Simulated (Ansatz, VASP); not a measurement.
**Ga: VASP beside Ansatz**

```
Ga
1.0
     1.38300   -4.02650    0.00000
     1.38300    4.02650    0.00000
    -0.11745    0.00000    3.42983
Ga
2
Direct
  0.86900 0.13100 0.25000
  0.13100 0.86900 0.75000
```

Change from the starting cell: zz strain of +3 %.

Alike in both runs: task single point; functional PBE; k mesh 14 × 14 × 11; occupations fermi-dirac, width 0.03 eV; no spin polarisation.

|  | VASP | Ansatz |
| --- | --- | --- |
| version | VASP 6.6.1 | Ansatz 0.2.0 |
| potentials or method | VASP PAW PBE potentials, release 64 (Ga_d), cutoff 520 eV | all-electron LAPW, scalar-relativistic |

|  | VASP | Ansatz | Ansatz less VASP |
| --- | --- | --- | --- |
| pressure (GPa) | 0.3 | 0.2 | -0.07 |
| traceless stress, the component that is largest in VASP (GPa) | -0.94 | -0.92 | +0.019 |
| rms of the force components (eV/Å) | 0.083 | 0.082 | -0.0012 |

Atom by atom the forces differ by 0.001 eV/Å (rms over components). Ansatz ran all-electron here, and VASP with PAW potentials.
